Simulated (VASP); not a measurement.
The system is SnO (Romarchite).

```xyz
4
Lattice="3.7986 0.0000 0.0000 0.0000 3.7986 0.0000 0.0000 0.0000 4.8408" Properties=species:S:1:pos:R:3 pbc="T T T"
Sn    1.8993    0.0000    1.1468
Sn    0.0000    1.8993    3.6940
O     0.0000    0.0000    0.0000
O     1.8993    1.8993    0.0000
```

| Quantity | Value |
| --- | --- |
| Program | VASP 6.6.1 |
| Task | relaxation of cell and atoms |
| Functional | PBE |
| Dispersion | D3(BJ) |
| Potentials or basis | VASP PAW PBE potentials, release 64 (Sn_d, O) |
| Cutoff | 600 eV |
| k mesh | 10 × 10 × 8 |
| Occupations | gaussian, width 0.01 eV |
| Spin | no spin polarisation |

At the start: pressure 2.9 GPa; volume 17.46 Å³/atom.

Q: Where does the relaxation end?

A: Over 14 steps the energy falls by 6.9 meV/atom and the volume is 17.44 Å³/atom (-0.1 %); space group P4/nmm (No. 129, to 0.05 Å).

Step by step:
```
step  energy change (eV)  largest force (eV/Å)  pressure (GPa)  volume (Å³)
   1              0.0000                0.5966            2.85        69.85
   2              0.0006                0.5049           -2.96        73.04
   3             -0.0222                0.0306           -0.19        71.40
   4             -0.0222                0.0415           -0.13        71.37
   5             -0.0234                0.0512           -0.13        71.24
   6             -0.0257                0.0801           -0.12        70.84
   7             -0.0241                0.1344           -0.06        70.02
   8             -0.0261                0.1006           -0.10        70.58
   9             -0.0271                0.0246           -0.21        70.32
  10             -0.0273                0.0179           -0.34        70.12
  11             -0.0275                0.0351            0.30        69.49
  12             -0.0277                0.0127            0.03        69.76
  13             -0.0277                0.0122            0.01        69.77
  14             -0.0277                0.0025           -0.01        69.75
```

Final structure:
```
Sn O
1.0
     3.83623    0.00000    0.00000
     0.00000    3.83623    0.00000
     0.00000    0.00000    4.73951
Sn O
2 2
Cartesian
  1.9181 0.0000 1.1623
  3.8362 1.9181 3.5772
  3.8362 3.8362 0.0000
  1.9181 1.9181 0.0000
```

Caveat: pairwise dispersion overbinds metals, which lowers pressure and volume.
